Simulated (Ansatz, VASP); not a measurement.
# Two plane-wave programs on TaN

INCAR

```
PREC = Accurate ; ENCUT = 600
EDIFF = 1E-6 ; ISMEAR = 0
SIGMA = 0.15 ; LREAL = F
LASPH = T ; NELM = 120
ALGO = Normal ; ISIF = 2
LWAVE = F ; LCHARG = F
GGA = CA ; NBANDS = 16
GGA_COMPAT = F
```

File KPOINTS:

```
Automatic mesh
0
Gamma
  5 5 5
```

The input POSCAR:

```
TaN
1.0
    2.9380000000      0.0000000000      0.0000000000
   -1.4690000000      2.5443826400      0.0000000000
    0.0000000000      0.0000000000      2.8830000000
Ta N
1 1
Direct
    0.3333333333      0.6666666667      0.5000000000
    0.0000000000      0.0000000000      0.0000000000
```

Input for Ansatz:

```yaml
crystal:
  lattice:
    - [2.938, 0.0, 0.0]
    - [-1.469, 2.54438264, 0.0]
    - [0.0, 0.0, 2.883]
  atoms:
    - { symbol: Ta, position: [0.3333333333333333, 0.6666666666666666, 0.5] }
    - { symbol: "N", position: [0.0, 0.0, 0.0] }
basis:
  ecutwfc: 525.0
kpoints:
  mp_grid:
    grid: [5, 5, 5]
hamiltonian:
  xc: lda
scf:
  n_extra_bands: 2
  convergence:
    dr2_threshold: 1.0e-08
  occupations:
    method: gaussian
    width: 0.15
output:
  stress: true
```

Alike in both runs: task single point; functional LDA; k mesh 5 × 5 × 5; occupations gaussian, width 0.15 eV; no spin polarisation.

|  | VASP | Ansatz |
| --- | --- | --- |
| version | VASP 6.6.1 | Ansatz 0.2.0 |
| potentials or method | VASP PAW LDA potentials, release 64 (Ta_sv_GW, N), cutoff 600 eV | plane waves, PAW |
| valence electrons in the cell | 18 | 18 |

Ansatz gave:

* pressure (GPa): -11.7
* traceless stress, the component that is largest in VASP (GPa): -1.52

Problem. Which values does VASP return?

Solution. Pressure (GPa): -10.6; traceless stress, the component that is largest in VASP (GPa): -1.44.

LDA's correlation is that of Perdew and Zunger in VASP and of Perdew and Wang (1992) in Ansatz. Ansatz's warnings: stress scf threshold loose.

The k mesh is coarse, so the values compare programs but aren't converged. Neither program's run includes spin-orbit coupling.
